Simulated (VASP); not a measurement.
# Si (P6_3/mmc) in VASP: notebook

Runs on Si. Level: PBE. Tasks: single point.

All numbers are computed with VASP 6.6.1; they aren't measurements. Logs are shortened: lines on timing, memory, paths and dates and some standing lists are left out, and cuts for length are marked.

## (1) The cell of the first run

It takes space group P6_3/mmc (No. 194, hexagonal). The conventional cell has a = 3.523 Å, b = 3.523 Å, c = 3.045 Å, α = 90.00°, β = 90.00°, γ = 120.00°. Within 3.6 Å of Si (site symmetry -6m2) lie 14 Si at 2.54 to 3.52 Å.

This isn't the form of Si at room conditions, which is diamond.

## (2) Single point, PBE

INCAR

```
  PREC = Accurate
  ENCUT = 520
  EDIFF = 1E-6
  ISMEAR = 0
  SIGMA = 0.1
  LREAL = F
  LASPH = T
  NELM = 100
  ALGO = Normal
  ISIF = 2
  LWAVE = F
  LCHARG = F
  GGA = PE
  NBANDS = 26
```

KPOINTS

```
Automatic mesh
0
Gamma
  6 6 10
```

POSCAR

```
Si
1.0
    7.0465539486      0.0000000000      0.0000000000
   -3.5232769743      6.1024947286      0.0000000000
    0.0000000000      0.0000000000      3.0448056940
Si
8
Direct
    0.6666666667      0.3333333333      0.2500000000
    0.3333333333      0.6666666667      0.7500000000
    0.1666766108      0.3333328408      0.2500000000
    0.8333437701      0.1666766108      0.7500000000
    0.6666671592      0.8333437701      0.2500000000
    0.8333233892      0.6666671592      0.7500000000
    0.1666562299      0.8333233892      0.2500000000
    0.3333328408      0.1666562299      0.7500000000
```

Potentials or basis: VASP PAW PBE potentials, release 64 (Si).

Command:

```bash
cat potpaw_PBE.64/Si/POTCAR > POTCAR
mpirun -np 1 vasp_std > vasp.out
```

OUTCAR:

```text
PREC = Accurate
   ENCUT = 520
   EDIFF = 1E-6
   ISMEAR = 0
   LREAL = F
   LASPH = T
   NELM = 100
   ISIF = 2
   GGA = PE

 ion  position               nearest neighbor table
   1  0.667  0.333  0.250-   6 2.54   6 2.54   4 2.54   4 2.54   8 2.54   8 2.54
   2  0.333  0.667  0.750-   3 2.54   3 2.54   7 2.54   7 2.54   5 2.54   5 2.54
   3  0.167  0.333  0.250-   4 2.54   4 2.54   8 2.54   8 2.54   2 2.54   2 2.54
   4  0.833  0.167  0.750-   5 2.54   5 2.54   3 2.54   3 2.54   1 2.54   1 2.54
   5  0.667  0.833  0.250-   4 2.54   4 2.54   6 2.54   6 2.54   2 2.54   2 2.54
   6  0.833  0.667  0.750-   7 2.54   7 2.54   5 2.54   5 2.54   1 2.54   1 2.54
   7  0.167  0.833  0.250-   8 2.54   8 2.54   6 2.54   6 2.54   2 2.54   2 2.54
   8  0.333  0.167  0.750-   7 2.54   7 2.54   3 2.54   3 2.54   1 2.54   1 2.54

  LATTYP: Found a hexagonal cell.
 ALAT       =     7.0465539486
 C/A-ratio  =     0.4320985429

  Lattice vectors:

 A1 = (   7.0465539486,   0.0000000000,   0.0000000000)
 A2 = (  -3.5232769743,   6.1024947286,   0.0000000000)
 A3 = (   0.0000000000,   0.0000000000,   3.0448056940)

Analysis of symmetry for initial positions (statically):
=====================================================================
 Subroutine PRICEL returns:
 Original cell was already a primitive cell.

 Routine SETGRP: Setting up the symmetry group for a
 hexagonal supercell.

 Subroutine GETGRP returns: Found 12 space group operations
 (whereof  6 operations were pure point group operations)
 out of a pool of 24 trial point group operations.

The static configuration has the point symmetry S_6 .
 The point group associated with its full space group is C_6h.

Analysis of symmetry for dynamics (positions and initial velocities):
=====================================================================
 Subroutine PRICEL returns:
 Original cell was already a primitive cell.

 Routine SETGRP: Setting up the symmetry group for a
 hexagonal supercell.

 Subroutine GETGRP returns: Found 12 space group operations
 (whereof  6 operations were pure point group operations)
 out of a pool of 24 trial point group operations.

The dynamic configuration has the point symmetry S_6 .
 The point group associated with its full space group is C_6h.

 Subroutine INISYM returns: Found 12 space group operations
 (whereof  6 operations are pure point group operations),
 and found     1 'primitive' translations

----------------------------------------------------------------------------------------

                                     Primitive cell

  volume of cell :     130.9314

  direct lattice vectors                    reciprocal lattice vectors
     7.046553949  0.000000000  0.000000000     0.141913339  0.081933705  0.000000000
    -3.523276974  6.102494729  0.000000000     0.000000000  0.163867409  0.000000000
     0.000000000  0.000000000  3.044805694     0.000000000  0.000000000  0.328428182

  length of vectors
     7.046553949  7.046553949  3.044805694     0.163867409  0.163867409  0.328428182

  position of ions in fractional coordinates (direct lattice)
     0.666666667  0.333333333  0.250000000
     0.333333333  0.666666667  0.750000000
     0.166676611  0.333332841  0.250000000
     0.833343770  0.166676611  0.750000000
     0.666667159  0.833343770  0.250000000
     0.833323389  0.666667159  0.750000000
     0.166656230  0.833323389  0.250000000
     0.333332841  0.166656230  0.750000000

  ion indices of the primitive-cell ions
   primitive index   ion index
                 1           1
                 2           2
                 3           3
                 4           4
                 5           5
                 6           6
                 7           7
                 8           8

----------------------------------------------------------------------------------------

 KPOINTS: Automatic mesh

Automatic generation of k-mesh.
 Grid dimensions read from file:
 generate k-points for:    6    6   10

 Generating k-lattice:

  Cartesian coordinates                     Fractional coordinates (reciprocal lattice)
     0.023652223  0.013655617  0.000000000     0.166666667  0.000000000  0.000000000
     0.000000000  0.027311235  0.000000000     0.000000000  0.166666667  0.000000000
     0.000000000  0.000000000  0.032842818     0.000000000  0.000000000  0.100000000

  Length of vectors
     0.027311235  0.027311235  0.032842818

  Shift w.r.t. Gamma in fractional coordinates (k-lattice)
     0.000000000  0.000000000  0.000000000

 Subroutine IBZKPT returns following result:
 ===========================================

 Found     48 irreducible k-points:

 Following reciprocal coordinates:
            Coordinates               Weight
  0.000000  0.000000  0.000000      1.000000
  0.166667  0.000000  0.000000      6.000000
  0.333333  0.000000  0.000000      6.000000
  0.500000  0.000000  0.000000      3.000000
  0.166667  0.166667  0.000000      6.000000
  0.333333  0.166667  0.000000      6.000000
[... 16 lines left out ...]
 -0.333333  0.500000 -0.200000     12.000000
  0.333333  0.333333  0.200000      4.000000
 [... further k-points ...]
   k-points           NKPTS =     48   k-points in BZ     NKDIM =     48   number of bands    NBANDS=     26
   number of dos      NEDOS =    301   number of ions     NIONS =      8
   total plane-waves  NPLWV =  69984
   dimension x,y,z NGX =    54 NGY =   54 NGZ =   24
   dimension x,y,z NGXF=   108 NGYF=  108 NGZF=   48
   ions per type =               8
   NGX,Y,Z   is equivalent  to a cutoff of  12.74, 12.74, 13.10 a.u.
   NGXF,Y,Z  is equivalent  to a cutoff of  25.48, 25.48, 26.21 a.u.
 SYSTEM =  unknown system
   PREC   = accura    normal or accurate (medium, high low for compatibility)
   ISTART =      0    job   : 0-new  1-cont  2-samecut
   ICHARG =      2    charge: 1-file 2-atom 10-const
   ISPIN  =      1    spin polarized calculation?
   LNONCOLLINEAR =      F non collinear calculations
   LSORBIT =      F    spin-orbit coupling
   LASPH  =      T    aspherical Exc in radial PAW
   ENCUT  =  520.0 eV  38.22 Ry    6.18 a.u.  13.10 13.10  5.66*2*pi/ulx,y,z
   NELM   =    100;   NELMIN=  2; NELMDL= -5     # of ELM steps
   EDIFF  = 0.1E-05   stopping-criterion for ELM
   LREAL  =      F    real-space projection
   EDIFFG = 0.1E-04   stopping-criterion for IOM
   NSW    =      0    number of steps for IOM
   IBRION =     -1    ionic relax: 0-MD 1-quasi-New 2-CG
   NFREE  =      0    steps in history (QN), initial steepest desc. (CG)
   ISIF   =      2    stress and relaxation
   ISYM   =      2    0-nonsym 1-usesym 2-fastsym
   POTIM  = 0.5000    time-step for ionic-motion
   TEBEG  =    0.0;   TEEND  =   0.0 temperature during run
   PSTRESS=    0.0 pullay stress
   NELECT =      32.0000    total number of electrons
   NUPDOWN=      -1.0000    fix difference up-down
   EMIN   =  10.00;   EMAX   =-10.00  energy-range for DOS
   EFERMI =   0.00;   METHOD = LEGACY
   ISMEAR =     0;   SIGMA  =   0.10  broadening in eV -4-tet -1-fermi 0-gaus
   EFERMI_NEDOS =   21; number of points for ismear=-14 and -15
   IALGO  =     38    algorithm
   IMIX   =      4    mixing-type and parameters
     AMIX     =   0.40;   BMIX     =  1.00
     AMIX_MAG =   1.60;   BMIX_MAG =  1.00
  volume/ion in A,a.u.               =      16.37       110.45
  Fermi-wavevector in a.u.,A,eV,Ry     =   1.023553  1.934234 14.254283  1.047660
  Thomas-Fermi vector in A             =   2.157292
   LORBIT       =      0    0 simple, 1 ext, 2 COOP (PROOUT), +10 PAW based schemes
   GGA     = PE    functional components
   LHFCALC =     F    Hartree Fock is set to
   AEXX    =    0.0000 exact exchange contribution
   IVDW    =     0    specifies the selected vdW correction
   LEPSILON=     F    determine dielectric tensor
   LRPA    =     F    only Hartree local field effects (RPA)
 non-spin polarized calculation
 Gauss-broadening in eV      SIGMA  =   0.10
  energy-cutoff  :      520.00
  volume of cell :      130.93
 maximum number of plane-waves:      3581
 NGX is ok and might be reduce to    54
   NGX = 27   NGY = 27   NGZ = 11

 number of electron      32.0000000 magnetization

 Free energy of the ion-electron system (eV)
  ---------------------------------------------------
  ext. energy  EPLUGINS =         0.00000000
  ---------------------------------------------------
  free energy    TOTEN  =       -40.18491312 eV

  energy without entropy =      -40.17379325  energy(sigma->0) =      -40.17935319

 E-fermi :   8.2812     XC(G=0): -10.5307

 val. band max:        8.2286228301   @ k =   0.3333   0.0000   0.4000
 cond. band min:       8.2888614865   @ k =   0.0000   0.0000   0.2000
 fundamental gap:      0.0602386564
 Fermi energy:         8.2811580524

 k-point     1 :       0.0000    0.0000    0.0000
  band No.  band energies     occupation
      1      -5.0961      2.00000
      2      -2.1712      2.00000
      3      -2.1712      2.00000
      4      -2.1712      2.00000
      5      -0.4131      2.00000
      6      -0.4131      2.00000
[... 18 lines left out ...]
     25      13.0960      0.00000
     26      13.0960      0.00000

 k-point     2 :       0.1667    0.0000    0.0000
  band No.  band energies     occupation
      1      -4.9939      2.00000
      2      -2.7023      2.00000
      3      -2.2617      2.00000
      4      -2.2617      2.00000
      5      -0.1744      2.00000
      6      -0.1744      2.00000
[... 18 lines left out ...]
     25      13.2367      0.00000
[... 608 lines left out ...]
     25      13.2739      0.00000
     26      13.4984      0.00000

 k-point    24 :       0.3333    0.3333    0.2000
  band No.  band energies     occupation
      1      -3.2669      2.00000
      2      -3.2668      2.00000
      3      -3.2668      2.00000
      4      -0.2882      2.00000
      5      -0.2882      2.00000
      6       3.0430      2.00000
[... 18 lines left out ...]
     25      12.6322      0.00000
     26      12.6322      0.00000

 [... further k-points ...]

------------------------ aborting loop because EDIFF is reached ----------------------------------------

  FORCE on cell =-STRESS in cart. coord.  units (eV):
  Direction    XX          YY          ZZ          XY          YZ          ZX
  --------------------------------------------------------------------------------------
  -------------------------------------------------------------------------------------
  Total       -0.0246956     -0.0246956     -0.0567916     -0.0000000      0.0000000      0.0000000
  in kB       -0.3021944     -0.3021944     -0.6949462     -0.0000001      0.0000000      0.0000000
  external PRESSURE =      -0.4331117 kB  Pullay stress =       0.0000000 kB

 VOLUME and BASIS-vectors are now :
 -----------------------------------------------------------------------------
  energy-cutoff  :      520.00
  volume of cell :      130.93
      direct lattice vectors                 reciprocal lattice vectors
     7.046553949  0.000000000  0.000000000     0.141913339  0.081933705  0.000000000
    -3.523276974  6.102494729  0.000000000     0.000000000  0.163867409  0.000000000
     0.000000000  0.000000000  3.044805694     0.000000000  0.000000000  0.328428182

 POSITION                                       TOTAL-FORCE (eV/Angst)
 -----------------------------------------------------------------------------------
      3.52328      2.03416      0.76120        -0.000000     -0.000000      0.000000
     -0.00000      4.06833      2.28360        -0.000000     -0.000000      0.000000
      0.00007      2.03416      0.76120        -0.000040      0.000027      0.000000
      5.28495      1.01714      2.28360        -0.000044     -0.000021      0.000000
      1.76161      5.08548      0.76120        -0.000003     -0.000049      0.000000
      3.52321      4.06833      2.28360         0.000040     -0.000027      0.000000
     -1.76168      5.08535      0.76120         0.000044      0.000021      0.000000
      1.76167      1.01702      2.28360         0.000003      0.000049      0.000000
 -----------------------------------------------------------------------------------
    total drift:                               -0.000000      0.000000     -0.000000

  FREE ENERGIE OF THE ION-ELECTRON SYSTEM (eV)
  ---------------------------------------------------
  free  energy   TOTEN  =       -40.1849131250 eV

  energy  without entropy=      -40.1737932545  energy(sigma->0) =      -40.17935319
```

It took 56 s on 1 thread of AMD EPYC 9R45 (Zen 5), shared host; peak memory 0.27 GiB.

What came out:

| Property | Result |
| --- | --- |
| Free energy | -40.1849 eV |
| Pressure | 0.0 GPa |
| Band gap on the k mesh | zero (bands 16 and 17 overlap by 5.36 eV) |

## (3) Single point, PBE

INCAR

```
SYSTEM = Si
ALGO = Normal
EDIFF = 1E-7
ENCUT = 520
GGA = PE
ISIF = 2
ISMEAR = 0
LASPH = .TRUE.
LCHARG = .FALSE.
LREAL = .FALSE.
LWAVE = .FALSE.
NBANDS = 26
NELM = 60
PREC = Accurate
SIGMA = 0.1
```

KPOINTS

```
k-points
0
G
  6 6 12
  0 0 0
```

POSCAR

```
Si
1.0
    7.0344527699      0.0000000000      0.0000000000
   -3.5172263849      6.0920148004      0.0000000000
    0.0000000000      0.0000000000      3.0587184585
Si
8
Direct
    0.6666666667      0.3333333333      0.2500000000
    0.3333333333      0.6666666667      0.7500000000
    0.1666729748      0.3333332949      0.2500000000
    0.8333396799      0.1666729748      0.7500000000
    0.6666667051      0.8333396799      0.2500000000
    0.8333270252      0.6666667051      0.7500000000
    0.1666603201      0.8333270252      0.2500000000
    0.3333332949      0.1666603201      0.7500000000
```

Potentials or basis: VASP PAW PBE potentials, release 64 (Si).

Command:

```bash
cat potpaw_PBE.64/Si/POTCAR > POTCAR
mpirun -np 1 vasp_std > vasp.out
```

Wall time 73 s (1 thread of AMD EPYC 9R45 (Zen 5), shared host); peak memory 0.28 GiB.

The run converged. Its results:

```yaml
Free_energy: -40.1177 eV
Pressure: 0.0 GPa
Band_gap_on_the_k_mesh: zero (bands 16 and 17 overlap by 5.29 eV)
```

Levels at points of the mesh, in eV from the Fermi level:
```
           k point  band 13  band 14  band 15  band 16  band 17  band 18  band 19  band 20
(0.00, 0.00, 0.00)     0.20     0.20     0.20     0.34     1.97     2.77     2.77     2.77
(0.50, 0.00, 0.00)     1.13     1.13     1.14     1.14     2.60     2.60     4.04     4.04
(0.00, 0.00, 0.50)    -4.91    -4.91     0.90     0.90     0.90     0.90     0.90     0.90
(0.50, 0.00, 0.50)    -1.33    -1.33    -1.33    -1.33    -1.28    -1.28    -1.28    -1.28
```
